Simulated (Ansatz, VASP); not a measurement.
**Ti in VASP and in Ansatz**

The input POSCAR:

```
Ti
1.0
    2.9350879604      0.0000000000      0.0000000000
   -1.4675439802      2.5418607360      0.0000000000
    0.0000000000      0.0000000000      4.0818000000
Ti
2
Direct
    0.3333333333      0.6666666667      0.2500000000
    0.6666666667      0.3333333333      0.7500000000
```

The input INCAR.step1:

```
SYSTEM = Ti
PREC = Accurate ; ENCUT = 520
ISMEAR = 1 ; SIGMA = 0.05
LREAL = .FALSE. ; LASPH = .TRUE.
NELM = 80 ; NBANDS = 19
GGA = PE ; ALGO = Normal
EDIFF = 1E-4 ; LWAVE = .TRUE.
LCHARG = .FALSE.
```

INCAR.step2

```
SYSTEM = Ti
PREC = Accurate ; ENCUT = 520
EDIFF = 1E-7 ; ISMEAR = 1
SIGMA = 0.05 ; LREAL = .FALSE.
LASPH = .TRUE. ; NELM = 80
ALGO = Normal ; ISIF = 2
LWAVE = .FALSE. ; LCHARG = .FALSE.
METAGGA = R2SCAN ; LMIXTAU = .TRUE.
NBANDS = 19 ; ISTART = 1
```

File KPOINTS:

```
regular mesh
0
G
  18 18 10
  0 0 0
```

Input for Ansatz:

```yaml
crystal:
  lattice:
    - [2.9350879604, 0.0, 0.0]
    - [-1.4675439802, 2.541860736, 0.0]
    - [0.0, 0.0, 4.0818]
  atoms:
    - { symbol: Ti, position: [0.3333333333, 0.6666666667, 0.25] }
    - { symbol: Ti, position: [0.6666666667, 0.3333333333, 0.75] }
basis:
  ecutwfc: 520.0
kpoints:
  mp_grid: { grid: [18, 18, 10] }
hamiltonian:
  xc: r2scan
scf:
  occupations: { method: cold, width: 0.05 }
output:
  forces: true
  stress: true
  eigenvalues: true
```

Alike in both runs: task single point; functional r2SCAN; k mesh 18 × 18 × 10; no spin polarisation.

|  | VASP | Ansatz |
| --- | --- | --- |
| version | VASP 6.6.1 | Ansatz 0.2.0 |
| potentials or method | VASP PAW PBE potentials, release 64 (Ti_sv), cutoff 520 eV | scalar-relativistic, plane waves, PAW |
| occupations | methfessel-paxton of order 1, width 0.05 eV | cold, width 0.05 eV |
| valence electrons in the cell | 24 | 24 |

VASP gave:

| Property | Result |
| --- | --- |
| gap on the k mesh at the Fermi level (eV) | none |
| pressure (GPa) | 19.4 |
| traceless stress, the component that is largest in VASP (GPa) | 10.79 |

Q: Estimate Ansatz's values.

A: gap on the k mesh at the Fermi level (eV): none; pressure (GPa): 18.8; traceless stress, the component that is largest in VASP (GPa): 10.66.

VASP's potentials were made for PBE, not for r2SCAN. A gap of «none» marks a metal or a gap that the smearing closes.
